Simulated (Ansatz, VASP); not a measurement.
# ZnO: VASP beside Ansatz

The input INCAR:

```
ALGO = Normal
EDIFF = 1E-6
ENCUT = 520
ISIF = 2
ISMEAR = -1
LASPH = T
LCHARG = F
LREAL = F
LWAVE = F
NBANDS = 26
NELM = 100
PREC = Accurate
SIGMA = 0.02
```

Contents of KPOINTS:

```
k-points
0
Gamma
  11 11 6
```

POSCAR

```
ZnO
1.0
    3.1830658516      0.0000000000      0.0000000000
   -1.5915329258      2.7566158894      0.0000000000
    0.0000000000      0.0000000000      5.0975701925
Zn O
2 2
Direct
    0.3333333333      0.6666666667      0.0000000000
    0.6666666667      0.3333333333      0.5000000000
    0.3333333333      0.6666666667      0.3821000000
    0.6666666667      0.3333333333      0.8821000000
```

Input for Ansatz:

```yaml
crystal:
  lattice:
    - [3.1830658516, 0.0, 0.0]
    - [-1.5915329258, 2.7566158894, 0.0]
    - [0.0, 0.0, 5.0975701925]
  atoms:
    - { symbol: Zn, position: [0.3333333333, 0.6666666667, 0.0] }
    - { symbol: Zn, position: [0.6666666667, 0.3333333333, 0.5] }
    - { symbol: O, position: [0.3333333333, 0.6666666667, 0.3821] }
    - { symbol: O, position: [0.6666666667, 0.3333333333, 0.8821] }
kpoints:
  mp_grid: { grid: [11, 11, 6] }
  band_path:
    path:
      - [0.0, 0.0, 0.0]
      - [0.5, 0.0, 0.0]
      - [0.3333333333, 0.3333333333, 0.0]
      - [0.0, 0.0, 0.0]
      - [0.0, 0.0, 0.5]
      - [0.5, 0.0, 0.5]
      - [0.3333333333, 0.3333333333, 0.5]
      - [0.0, 0.0, 0.5]
      - [0.5, 0.0, 0.5]
    npoints: 5
scf:
  occupations: { method: fermi_dirac, width: 0.02 }
hamiltonian:
  xc: lda
  pseudopotentials: { kind: all_electron, lapw: { basis_error: 0.0005 } }
output:
  forces: true
  stress: true
  eigenvalues: true
```

Change from the starting cell: volume scaled by 0.94.

Alike in both runs: task single point; functional LDA; k mesh 11 × 11 × 6; occupations fermi-dirac, width 0.02 eV; no spin polarisation.

|  | VASP | Ansatz |
| --- | --- | --- |
| version | VASP 6.6.1 | Ansatz 0.2.0 |
| potentials or method | VASP PAW LDA potentials, release 64 (Zn, O), cutoff 520 eV | all-electron LAPW, scalar-relativistic |

|  | VASP | Ansatz | Ansatz less VASP |
| --- | --- | --- | --- |
| gap on the k mesh at the Fermi level (eV) | 0.84 | 0.85 | +0.005 |
| pressure (GPa) | 3.4 | 2.2 | -1.16 |
| traceless stress, the component that is largest in VASP (GPa) | 0.21 | 0.25 | +0.036 |
| rms of the force components (eV/Å) | 0.025 | 0.025 | -0.0005 |

LDA's correlation is that of Perdew and Zunger in VASP and of Perdew and Wang (1992) in Ansatz. Atom by atom the forces differ by 0.001 eV/Å (rms over components). Ansatz ran all-electron here, and VASP with PAW potentials.
